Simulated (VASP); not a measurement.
Input of a VASP 6.6.1 run:

The input POSCAR:

```
AlRu
1.0
    2.9715215427      0.0000000000      0.0000000000
    0.0000000000      2.9715215427      0.0000000000
    0.0000000000      0.0000000000      2.9715215427
Ru Al
1 1
Direct
    0.5000000000      0.5000000000      0.5000000000
    0.0000000000      0.0000000000      0.0000000000
```

The input INCAR.step1:

```
PREC = Accurate
ENCUT = 520
EDIFF = 1E-5
ISMEAR = -1
SIGMA = 0.05
LREAL = False
LASPH = True
NELM = 60
ALGO = Normal
ISIF = 2
LWAVE = True
NBANDS = 16
GGA = PE
```

File INCAR.step2:

```
PREC = Accurate
ENCUT = 520
EDIFF = 1E-7
ISMEAR = -1
SIGMA = 0.05
LREAL = False
LASPH = True
NELM = 60
ALGO = Normal
ISIF = 2
LWAVE = False
LCHARG = True
GGA = PE
LHFCALC = True
AEXX = 0.25
PRECFOCK = Normal
LELF = True
LVHAR = True
NBANDS = 16
ISTART = 1
```

Contents of KPOINTS:

```
Automatic mesh
0
Gamma
  4 4 4
```

Potentials or basis: VASP PAW PBE potentials, release 64 (Ru_pv, Al).

Launch:

```sh
$ cat potpaw_PBE.64/Ru_pv/POTCAR potpaw_PBE.64/Al/POTCAR > POTCAR
$ cp INCAR.step1 INCAR
$ mpirun -np 1 vasp_std > vasp.out
$ cp INCAR.step2 INCAR
$ mpirun -np 1 vasp_std > vasp.out
```

(1) Estimate the pressure.

## Answers

(1) -2.9 GPa.

Caveat: the k points lie up to 0.53 Å⁻¹ apart; the PAW data sets were made with another functional, which shifts forces and pressure a little.
